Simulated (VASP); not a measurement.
Runs of VASP 6.6.1 on KTaO3. The structure is that of space group Pm-3m (No. 221), or close to it. The cells are those of the table. 

| task | cell | cutoff (eV) | gap on the mesh (eV) | pressure (GPa) |
| --- | --- | --- | --- | --- |
| single point | a = 3.954 Å, 5 atoms | 520 | (c) | (b) |
| single point | a = 3.799 Å, 5 atoms | 520 | 2.35 | 41.7 |
| single point | a = 3.999 Å, 5 atoms | 520 | (a) | -1.4 |
| relaxation of cell and atoms | relaxed to -2 GPa from a = 4.011 Å, 5 atoms | 600 | 2.06 | -2.0 |
| single point | a = 3.878 Å, 5 atoms | 520 | 2.25 | 21.2 |

Alike in all rows: level PBEsol; potentials or basis VASP PAW PBE potentials, release 64 (K_sv, Ta_pv, O); no spin polarisation; k mesh 8 × 8 × 8; smearing gaussian 0.02 eV.

Question: Fill in the values left out.

Answer: (a) 2.07; (b) 5.9; (c) 2.14.

Caveats: the PAW data sets were made with another functional, which shifts forces and pressure a little; spin-orbit coupling is left out, which moves the levels of the heavy elements; the cell stands under pressure (at least some runs); the cell is relaxed towards a set pressure, so the run minimises the enthalpy, not the energy (at least some runs).

A k mesh can miss the band edges, and the runs leave out spin-orbit coupling on Ta.
